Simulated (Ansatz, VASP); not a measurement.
# Si2W in VASP and in Ansatz

```xyz
9
Lattice="4.4733 0.0000 0.0000 -2.2367 3.8740 0.0000 0.0000 0.0000 6.7986" Properties=species:S:1:pos:R:3 pbc="T T T"
Si    2.2367    2.3586    3.3993
Si   -0.9243    3.1163    5.6655
Si    0.9243    3.1163    1.1331
Si    0.0000    1.5154    3.3993
Si    3.1609    0.7577    5.6655
Si    1.3124    0.7577    1.1331
W    -1.1183    1.9370    1.1331
W     1.1183    1.9370    5.6655
W     2.2367    0.0000    3.3993
```

Alike in both runs: task single point; functional LDA; k mesh 9 × 9 × 6; occupations gaussian, width 0.03 eV; no spin polarisation.

```csv
,VASP,Ansatz
version,VASP 6.6.1,Ansatz 0.2.0
potentials or method,"VASP PAW LDA potentials, release 64 (Si, W_sv), cutoff 520 eV","scalar-relativistic, plane waves, PAW"
valence electrons in the cell,66,66
```

Ansatz gave:

| Quantity | Value |
| --- | --- |
| gap on the k mesh at the Fermi level (eV) | 0.25 |
| least direct gap on the mesh (eV) | 0.78 |
| pressure (GPa) | 10.7 |
| traceless stress, the component that is largest in VASP (GPa) | -13.59 |
| rms of the force components (eV/Å) | 1.941 |

Q: Estimate VASP's values.

A: gap on the k mesh at the Fermi level (eV): 0.26; least direct gap on the mesh (eV): 0.79; pressure (GPa): 11.4; traceless stress, the component that is largest in VASP (GPa): -13.62; rms of the force components (eV/Å): 1.949.

Ansatz warns that its potentials were made for another functional, while VASP's fit it. LDA's correlation is that of Perdew and Zunger in VASP and of Perdew and Wang (1992) in Ansatz. Atom by atom the forces differ by 0.008 eV/Å (rms over components).

Neither program's run includes spin-orbit coupling.
